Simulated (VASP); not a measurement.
TiRh, 2 atoms in the cell. The structure is tetragonal, space group P4/mmm (No. 123). The conventional cell has a = 2.895 Å, b = 2.895 Å, c = 3.570 Å, α = 90.00°, β = 90.00°, γ = 90.00°. Ti (site symmetry 4/mmm) has 8 Rh at 2.72 Å and 6 Ti at 2.89 to 3.57 Å within 3.6 Å. Rh (site symmetry 4/mmm) has 8 Ti at 2.72 Å and 6 Rh at 2.89 to 3.57 Å within 3.6 Å.  This cell differs from its parent crystal: ratio of the length along z to the lengths across it x 1.1, volume and fractional coordinates fixed.

```yaml
Program: VASP 6.6.1
Task: single point
Functional: PBEsol
Potentials_or_basis: VASP PAW PBE potentials, release 64 (Ti_sv, Rh_pv)
Cutoff: 520 eV
k_mesh: 18 × 18 × 16
Occupations: gaussian, width 0.15 eV
Spin: no spin polarisation
Dipole_correction: no
Further_INCAR_settings: ALGO = Normal; EDIFF = 1e-06; NBANDS = 20
```

Potentials or basis: VASP PAW PBE potentials, release 64 (Ti_sv, Rh_pv).

Command:

```console
$ cat potpaw_PBE.64/Ti_sv/POTCAR potpaw_PBE.64/Rh_pv/POTCAR > POTCAR
$ mpirun -np 1 vasp_std > vasp.out
```

Hardware: 1 thread of Intel(R) Xeon(R) Platinum 8559C (Emerald Rapids), with other jobs on the host.

Question: How long does it take, and how much memory?

Answer: Run time: 88 s on 1 thread of Intel(R) Xeon(R) Platinum 8559C (Emerald Rapids), with other jobs on the host, peak memory 0.39 GiB. Counts: scf iterations 14, k points 495.
